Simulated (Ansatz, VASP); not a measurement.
## FeO in VASP and in Ansatz

```
Fe O
1.0
     0.00000    2.15540    2.15540
     2.15540    0.00000    2.15540
     2.15540    2.15540    0.00000
Fe O
1 1
Direct
  0.01050 0.99977 0.02106
  0.51406 0.51299 0.49061
```

Change from the starting cell: atoms moved at random, drawn with an rms of 0.05 Å.

Alike in both runs: task single point; functional PBEsol; k mesh 11 × 11 × 11; occupations fermi-dirac, width 0.05 eV; collinear spin.

|  | VASP | Ansatz |
| --- | --- | --- |
| version | VASP 6.6.1 | Ansatz 0.2.0 |
| potentials or method | VASP PAW PBE potentials, release 64 (Fe, O), cutoff 520 eV | all-electron LAPW, scalar-relativistic |

Ansatz gave:

- gap on the k mesh at the Fermi level (eV): none
- pressure (GPa): -8.1
- traceless stress, the component that is largest in VASP (GPa): 0.35
- rms of the force components (eV/Å): 0.105
- net moment per atom (μB): 2.00
- size of the moment on the site where the two differ most (μB): 0.32

**Question.** Which values does VASP return?

**Answer.** gap on the k mesh at the Fermi level (eV): none; pressure (GPa): -7.8; traceless stress, the component that is largest in VASP (GPa): 0.37; rms of the force components (eV/Å): 0.111; net moment per atom (μB): 2.00; size of the moment on the site where the two differ most (μB): 0.30.

VASP's potentials were made for PBE, not for PBEsol. Site moments also hang on the region over which each program counts them. Atom by atom the forces differ by 0.006 eV/Å (rms over components). A gap of «none» marks a metal or a gap that the smearing closes. Ansatz ran all-electron here, and VASP with PAW potentials.
